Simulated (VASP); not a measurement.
# KH4 (Pm-3m) in VASP: a series of runs

Runs on KH4. Level: PBE. Tasks: single point, relaxation of cell and atoms.

Program: VASP 6.6.1. These are calculated values, not measurements. Logs are shortened: lines on timing, memory, paths and dates and some standing lists are left out, and cuts for length are marked.

## 1. The cell of the first run

Symmetry: Pm-3m, No. 221, cubic system. Conventional cell: a = 4.111 Å, b = 4.111 Å, c = 4.111 Å, α = 90.00°, β = 90.00°, γ = 90.00°. K (site symmetry m-3m) has 6 H at 2.06 Å within 2.7 Å. Within 2.7 Å of H (site symmetry 4/mmm) lie 2 K at 2.06 Å. Within 3.8 Å of H (site symmetry m-3m) lie 12 H at 2.91 Å and 8 K at 3.56 Å.

## 2. Single point, PBE

The input, INCAR:

```
SYSTEM = KH4
PREC = Accurate ; ENCUT = 520
EDIFF = 1E-7 ; ISMEAR = 0
SIGMA = 0.1 ; LREAL = .FALSE.
LASPH = .TRUE. ; NELM = 60
ALGO = Normal ; ISIF = 2
LWAVE = .FALSE. ; LCHARG = .FALSE.
GGA = PE ; NBANDS = 14
```

The input, KPOINTS:

```
Automatic mesh
0
G
  4 4 4
  0 0 0
```

The input, POSCAR:

```
KH4
1.0
    4.1110568100      0.0000000000      0.0000000000
    0.0000000000      4.1110568100      0.0000000000
    0.0000000000      0.0000000000      4.1110568100
K H
1 4
Direct
    0.0000000000      0.0000000000      0.0000000000
    0.5000000000      0.0000000000      0.0000000000
    0.0000000000      0.5000000000      0.0000000000
    0.0000000000      0.0000000000      0.5000000000
    0.5000000000      0.5000000000      0.5000000000
```

Potentials or basis: VASP PAW PBE potentials, release 64 (K_sv, H).

The run is started by

```console
$ cat potpaw_PBE.64/K_sv/POTCAR potpaw_PBE.64/H/POTCAR > POTCAR
$ mpirun -np 1 vasp_std > vasp.out
```

OUTCAR:

```text
SYSTEM = KH4
   PREC = Accurate
   ENCUT = 520
   EDIFF = 1E-7
   ISMEAR = 0
   LREAL = .FALSE.
   LASPH = .TRUE.
   NELM = 60
   ISIF = 2
   GGA = PE

 ion  position               nearest neighbor table
   1  0.000  0.000  0.000-   2 2.06   3 2.06   4 2.06   4 2.06   3 2.06   2 2.06
   2  0.500  0.000  0.000-   1 2.06   1 2.06
   3  0.000  0.500  0.000-   1 2.06   1 2.06
   4  0.000  0.000  0.500-   1 2.06   1 2.06
   5  0.500  0.500  0.500-

  LATTYP: Found a simple cubic cell.
 ALAT       =     4.1110568100

  Lattice vectors:

 A1 = (   4.1110568100,   0.0000000000,   0.0000000000)
 A2 = (   0.0000000000,   4.1110568100,   0.0000000000)
 A3 = (   0.0000000000,   0.0000000000,   4.1110568100)

Analysis of symmetry for initial positions (statically):
=====================================================================
 Subroutine PRICEL returns:
 Original cell was already a primitive cell.

 Routine SETGRP: Setting up the symmetry group for a
 simple cubic supercell.

 Subroutine GETGRP returns: Found 48 space group operations
 (whereof 48 operations were pure point group operations)
 out of a pool of 48 trial point group operations.

The static configuration has the point symmetry O_h .

Analysis of symmetry for dynamics (positions and initial velocities):
=====================================================================
 Subroutine PRICEL returns:
 Original cell was already a primitive cell.

 Routine SETGRP: Setting up the symmetry group for a
 simple cubic supercell.

 Subroutine GETGRP returns: Found 48 space group operations
 (whereof 48 operations were pure point group operations)
 out of a pool of 48 trial point group operations.

The dynamic configuration has the point symmetry O_h .

 Subroutine INISYM returns: Found 48 space group operations
 (whereof 48 operations are pure point group operations),
 and found     1 'primitive' translations

----------------------------------------------------------------------------------------

                                     Primitive cell

  volume of cell :      69.4801

  direct lattice vectors                    reciprocal lattice vectors
     4.111056810  0.000000000  0.000000000     0.243246456  0.000000000  0.000000000
     0.000000000  4.111056810  0.000000000     0.000000000  0.243246456  0.000000000
     0.000000000  0.000000000  4.111056810     0.000000000  0.000000000  0.243246456

  length of vectors
     4.111056810  4.111056810  4.111056810     0.243246456  0.243246456  0.243246456

  position of ions in fractional coordinates (direct lattice)
     0.000000000  0.000000000  0.000000000
     0.500000000  0.000000000  0.000000000
     0.000000000  0.500000000  0.000000000
     0.000000000  0.000000000  0.500000000
     0.500000000  0.500000000  0.500000000

  ion indices of the primitive-cell ions
   primitive index   ion index
                 1           1
                 2           2
                 3           3
                 4           4
                 5           5

----------------------------------------------------------------------------------------

 KPOINTS: Automatic mesh

Automatic generation of k-mesh.
 Grid dimensions read from file:
 generate k-points for:    4    4    4

 Generating k-lattice:

  Cartesian coordinates                     Fractional coordinates (reciprocal lattice)
     0.060811614  0.000000000  0.000000000     0.250000000  0.000000000  0.000000000
     0.000000000  0.060811614  0.000000000     0.000000000  0.250000000  0.000000000
     0.000000000  0.000000000  0.060811614     0.000000000  0.000000000  0.250000000

  Length of vectors
     0.060811614  0.060811614  0.060811614

  Shift w.r.t. Gamma in fractional coordinates (k-lattice)
     0.000000000  0.000000000  0.000000000

 Subroutine IBZKPT returns following result:
 ===========================================

 Found     10 irreducible k-points:

 Following reciprocal coordinates:
            Coordinates               Weight
  0.000000  0.000000  0.000000      1.000000
  0.250000  0.000000  0.000000      6.000000
  0.500000  0.000000  0.000000      3.000000
  0.250000  0.250000  0.000000     12.000000
  0.500000  0.250000  0.000000     12.000000
  0.500000  0.500000  0.000000      3.000000
  0.250000  0.250000  0.250000      8.000000
  0.500000  0.250000  0.250000     12.000000
  0.500000  0.500000  0.250000      6.000000
  0.500000  0.500000  0.500000      1.000000
   k-points           NKPTS =     10   k-points in BZ     NKDIM =     10   number of bands    NBANDS=     14
   number of dos      NEDOS =    301   number of ions     NIONS =      5
   total plane-waves  NPLWV =  32768
   dimension x,y,z NGX =    32 NGY =   32 NGZ =   32
   dimension x,y,z NGXF=    64 NGYF=   64 NGZF=   64
   ions per type =               1   4
   NGX,Y,Z   is equivalent  to a cutoff of  12.94, 12.94, 12.94 a.u.
   NGXF,Y,Z  is equivalent  to a cutoff of  25.88, 25.88, 25.88 a.u.
 SYSTEM =  KH4
   PREC   = accura    normal or accurate (medium, high low for compatibility)
   ISTART =      0    job   : 0-new  1-cont  2-samecut
   ICHARG =      2    charge: 1-file 2-atom 10-const
   ISPIN  =      1    spin polarized calculation?
   LNONCOLLINEAR =      F non collinear calculations
   LSORBIT =      F    spin-orbit coupling
   LASPH  =      T    aspherical Exc in radial PAW
   ENCUT  =  520.0 eV  38.22 Ry    6.18 a.u.   7.64  7.64  7.64*2*pi/ulx,y,z
   NELM   =     60;   NELMIN=  2; NELMDL= -5     # of ELM steps
   EDIFF  = 0.1E-06   stopping-criterion for ELM
   LREAL  =      F    real-space projection
   EDIFFG = 0.1E-05   stopping-criterion for IOM
   NSW    =      0    number of steps for IOM
   IBRION =     -1    ionic relax: 0-MD 1-quasi-New 2-CG
   NFREE  =      0    steps in history (QN), initial steepest desc. (CG)
   ISIF   =      2    stress and relaxation
   ISYM   =      2    0-nonsym 1-usesym 2-fastsym
   POTIM  = 0.5000    time-step for ionic-motion
   TEBEG  =    0.0;   TEEND  =   0.0 temperature during run
   PSTRESS=    0.0 pullay stress
   NELECT =      13.0000    total number of electrons
   NUPDOWN=      -1.0000    fix difference up-down
   EMIN   =  10.00;   EMAX   =-10.00  energy-range for DOS
   EFERMI =   0.00;   METHOD = LEGACY
   ISMEAR =     0;   SIGMA  =   0.10  broadening in eV -4-tet -1-fermi 0-gaus
   EFERMI_NEDOS =   21; number of points for ismear=-14 and -15
   IALGO  =     38    algorithm
   IMIX   =      4    mixing-type and parameters
     AMIX     =   0.40;   BMIX     =  1.00
     AMIX_MAG =   1.60;   BMIX_MAG =  1.00
  volume/ion in A,a.u.               =      13.90        93.77
  Fermi-wavevector in a.u.,A,eV,Ry     =   0.936345  1.769435 11.928793  0.876742
  Thomas-Fermi vector in A             =   2.063345
   LORBIT       =      0    0 simple, 1 ext, 2 COOP (PROOUT), +10 PAW based schemes
   GGA     = PE    functional components
   LHFCALC =     F    Hartree Fock is set to
   AEXX    =    0.0000 exact exchange contribution
   IVDW    =     0    specifies the selected vdW correction
   LEPSILON=     F    determine dielectric tensor
   LRPA    =     F    only Hartree local field effects (RPA)
 non-spin polarized calculation
 Gauss-broadening in eV      SIGMA  =   0.10
  energy-cutoff  :      520.00
  volume of cell :       69.48
 maximum number of plane-waves:      1888
 NGX is ok and might be reduce to    32
   NGX = 15   NGY = 15   NGZ = 15

 number of electron      13.0000006 magnetization

 Free energy of the ion-electron system (eV)
  ---------------------------------------------------
  ext. energy  EPLUGINS =         0.00000000
  ---------------------------------------------------
  free energy    TOTEN  =        -5.93801457 eV

  energy without entropy =       -5.91427195  energy(sigma->0) =       -5.92614326

 E-fermi :  -2.9562     XC(G=0):  -7.2585

 val. band max:       -2.9608193380   @ k =   0.2500   0.2500   0.2500
 cond. band min:      -2.8511575445   @ k =   0.5000   0.5000   0.5000
 fundamental gap:      0.1096617935
 Fermi energy:        -2.9561832451

 k-point     1 :       0.0000    0.0000    0.0000
  band No.  band energies     occupation
      1     -30.9519      2.00000
      2     -14.4804      2.00000
      3     -14.4804      2.00000
      4     -14.4804      2.00000
      5      -6.3106      2.00000
      6      -3.6209      2.00000
      7      -3.6209      2.00000
      8      -1.5210      0.00000
      9       6.2156      0.00000
     10       6.2156      0.00000
     11       6.2156      0.00000
     12       7.3559      0.00000
     13       7.3559      0.00000
     14       7.3559      0.00000

 k-point     2 :       0.2500    0.0000    0.0000
  band No.  band energies     occupation
      1     -30.9434      2.00000
      2     -14.6908      2.00000
      3     -14.4726      2.00000
      4     -14.4726      2.00000
      5      -5.7654      2.00000
      6      -3.5507      2.00000
      7      -3.4676      2.00000
      8      -1.6981      0.00000
      9       5.4239      0.00000
     10       5.4239      0.00000
     11       6.3175      0.00000
     12       7.4550      0.00000
     13       8.1928      0.00000
     14       8.1928      0.00000

 k-point     3 :       0.5000    0.0000    0.0000
  band No.  band energies     occupation
      1     -30.9349      2.00000
      2     -14.8855      2.00000
      3     -14.4647      2.00000
      4     -14.4647      2.00000
      5      -4.8093      2.00000
      6      -4.1646      2.00000
      7      -3.4778      2.00000
      8      -1.2695      0.00000
      9       4.9389      0.00000
     10       4.9389      0.00000
     11       6.7221      0.00000
     12       7.5601      0.00000
     13       7.8056      0.00000
     14       8.0625      0.00000

 k-point     4 :       0.2500    0.2500    0.0000
  band No.  band energies     occupation
      1     -30.9350      2.00000
      2     -14.6843      2.00000
      3     -14.6740      2.00000
      4     -14.4649      2.00000
      5      -5.2388      2.00000
      6      -3.4795      2.00000
      7      -3.0613      1.86284
      8      -2.0394      0.00000
      9       4.7107      0.00000
     10       5.4839      0.00000
     11       5.7568      0.00000
     12       6.3389      0.00000
     13       7.8660      0.00000
     14       9.0076      0.00000

 k-point     5 :       0.5000    0.2500    0.0000
  band No.  band energies     occupation
      1     -30.9265      2.00000
      2     -14.8709      2.00000
      3     -14.6674      2.00000
      4     -14.4572      2.00000
      5      -4.3257      2.00000
      6      -3.8774      2.00000
      7      -3.0873      1.93631
      8      -1.7336      0.00000
      9       4.1786      0.00000
     10       5.2392      0.00000
     11       6.1646      0.00000
     12       6.2707      0.00000
     13       6.7333      0.00000
     14       7.3043      0.00000

 k-point     6 :       0.5000    0.5000    0.0000
  band No.  band energies     occupation
      1     -30.9181      2.00000
      2     -14.8561      2.00000
      3     -14.8561      2.00000
      4     -14.4498      2.00000
      5      -3.9739      2.00000
      6      -3.3497      2.00000
      7      -2.4614      0.00000
      8      -2.4614      0.00000
      9       4.0439      0.00000
     10       5.6324      0.00000
     11       5.6324      0.00000
     12       5.6965      0.00000
     13       5.6965      0.00000
     14       7.2267      0.00000

 k-point     7 :       0.2500    0.2500    0.2500
  band No.  band energies     occupation
      1     -30.9266      2.00000
      2     -14.6771      2.00000
      3     -14.6638      2.00000
      4     -14.6638      2.00000
      5      -4.7074      2.00000
      6      -2.9608      1.05228
      7      -2.9608      1.05228
      8      -2.3346      0.00000
      9       3.8835      0.00000
     10       3.8835      0.00000
     11       5.2286      0.00000
     12       8.1645      0.00000
     13       8.1645      0.00000
     14       8.4978      0.00000

 k-point     8 :       0.5000    0.2500    0.2500
  band No.  band energies     occupation
      1     -30.9182      2.00000
      2     -14.8574      2.00000
      3     -14.6611      2.00000
      4     -14.6536      2.00000
      5      -3.6467      2.00000
      6      -3.5990      2.00000
      7      -2.8503      0.13417
      8      -1.9008      0.00000
      9       3.0243      0.00000
     10       3.9172      0.00000
     11       4.3726      0.00000
     12       7.2199      0.00000
     13       8.1129      0.00000
     14       8.7609      0.00000

 k-point     9 :       0.5000    0.5000    0.2500
  band No.  band energies     occupation
      1     -30.9099      2.00000
      2     -14.8439      2.00000
      3     -14.8439      2.00000
      4     -14.6473      2.00000
      5      -3.1365      1.98921
      6      -3.1232      1.98184
      7      -2.3163      0.00000
      8      -2.3163      0.00000
      9       2.9497      0.00000
     10       3.0732      0.00000
     11       3.0732      0.00000
     12       7.3605      0.00000
     13       7.3901      0.00000
     14       8.9959      0.00000

 k-point    10 :       0.5000    0.5000    0.5000
  band No.  band energies     occupation
      1     -30.9016      2.00000
      2     -14.8315      2.00000
      3     -14.8315      2.00000
      4     -14.8315      2.00000
      5      -2.8512      0.13747
      6      -2.1403      0.00000
      7      -2.1403      0.00000
      8      -2.1403      0.00000
      9       2.0443      0.00000
     10       2.0443      0.00000
     11       2.0443      0.00000
     12       7.4087      0.00000
     13       7.4087      0.00000
     14       7.7714      0.00000

------------------------ aborting loop because EDIFF is reached ----------------------------------------

  FORCE on cell =-STRESS in cart. coord.  units (eV):
  Direction    XX          YY          ZZ          XY          YZ          ZX
  --------------------------------------------------------------------------------------
  -------------------------------------------------------------------------------------
  Total        1.7976396      1.7976396      1.7976396     -0.0000000     -0.0000000     -0.0000000
  in kB       41.4526964     41.4526964     41.4526964     -0.0000000     -0.0000000     -0.0000000
  external PRESSURE =      41.4526964 kB  Pullay stress =       0.0000000 kB

 VOLUME and BASIS-vectors are now :
 -----------------------------------------------------------------------------
  energy-cutoff  :      520.00
  volume of cell :       69.48
      direct lattice vectors                 reciprocal lattice vectors
     4.111056810  0.000000000  0.000000000     0.243246456  0.000000000  0.000000000
     0.000000000  4.111056810  0.000000000     0.000000000  0.243246456  0.000000000
     0.000000000  0.000000000  4.111056810     0.000000000  0.000000000  0.243246456

 POSITION                                       TOTAL-FORCE (eV/Angst)
 -----------------------------------------------------------------------------------
      0.00000      0.00000      0.00000         0.000000      0.000000      0.000000
      2.05553      0.00000      0.00000         0.000000      0.000000      0.000000
      0.00000      2.05553      0.00000         0.000000      0.000000      0.000000
      0.00000      0.00000      2.05553         0.000000      0.000000      0.000000
      2.05553      2.05553      2.05553         0.000000      0.000000      0.000000
 -----------------------------------------------------------------------------------
    total drift:                                0.000000      0.000000     -0.000000

  FREE ENERGIE OF THE ION-ELECTRON SYSTEM (eV)
  ---------------------------------------------------
  free  energy   TOTEN  =        -5.9380145651 eV

  energy  without entropy=       -5.9142719489  energy(sigma->0) =       -5.92614326
```

Run time: 7 s. Hardware: 1 thread of Intel Xeon Platinum 8488C (Sapphire Rapids), shared host; peak memory 0.17 GiB.

Results:

```
Free energy : -5.9380 eV
Pressure    : 4.1 GPa
```

Levels at points of the mesh, in eV from the Fermi level:
| k point | band 4 | band 5 | band 6 | band 7 | band 8 | band 9 | band 10 | band 11 |
| --- | --- | --- | --- | --- | --- | --- | --- | --- |
| (0.00, 0.00, 0.00) | -11.52 | -3.35 | -0.66 | -0.66 | 1.44 | 9.17 | 9.17 | 9.17 |
| (0.50, 0.00, 0.00) | -11.51 | -1.85 | -1.21 | -0.52 | 1.69 | 7.90 | 7.90 | 9.68 |
| (0.50, 0.50, 0.00) | -11.49 | -1.02 | -0.39 | 0.49 | 0.49 | 7.00 | 8.59 | 8.59 |
| (0.50, 0.50, 0.50) | -11.88 | 0.10 | 0.82 | 0.82 | 0.82 | 5.00 | 5.00 | 5.00 |

Caveat: the k points lie up to 0.38 Å⁻¹ apart.

## 3. Single point, PBE

This run uses another cell than the first one, of 19.45 Å³/atom, 1.400 times its volume.

The input, INCAR:

```
ALGO = Normal
EDIFF = 1E-6
ENCUT = 520
GGA = PE
ISIF = 2
ISMEAR = 0
LASPH = T
LCHARG = T
LELF = T
LREAL = F
LVHAR = T
LWAVE = F
NBANDS = 14
NELM = 100
PREC = Accurate
SIGMA = 0.1
```

The input, KPOINTS:

```
k-points
0
Gamma
  4 4 4
```

POSCAR: that of step 2 with these lines changed.

```diff
@@ -2,5 +2,5 @@
 1.0
-    4.1110568100      0.0000000000      0.0000000000
-    0.0000000000      4.1110568100      0.0000000000
-    0.0000000000      0.0000000000      4.1110568100
+    4.5985193941      0.0000000000      0.0000000000
+    0.0000000000      4.5985193941      0.0000000000
+    0.0000000000      0.0000000000      4.5985193941
 K H
```

Potentials or basis: VASP PAW PBE potentials, release 64 (K_sv, H).

The run is started by

```console
$ cat potpaw_PBE.64/K_sv/POTCAR potpaw_PBE.64/H/POTCAR > POTCAR
$ mpirun -np 1 vasp_std > vasp.out
```

Wall time 10 s (1 thread of Intel Xeon Platinum 8488C (Sapphire Rapids), shared host); peak memory 0.2 GiB.

Results (log left out):

```yaml
Free_energy: -6.2513 eV
Pressure: 0.2 GPa
```

Levels at points of the mesh, in eV from the Fermi level:
| k point | band 5 | band 6 | band 7 | band 8 | band 9 | band 10 |
| --- | --- | --- | --- | --- | --- | --- |
| (0.00, 0.00, 0.00) | -2.44 | -0.25 | -0.25 | 0.77 | 8.23 | 8.23 |
| (0.50, 0.00, 0.00) | -1.34 | -0.95 | -0.16 | 0.93 | 7.75 | 7.75 |
| (0.50, 0.50, 0.00) | -0.68 | -0.23 | 0.10 | 0.10 | 6.67 | 7.94 |
| (0.50, 0.50, 0.50) | 0.00 | 0.28 | 0.28 | 0.28 | 5.39 | 5.39 |

[end of part 1 of 2]
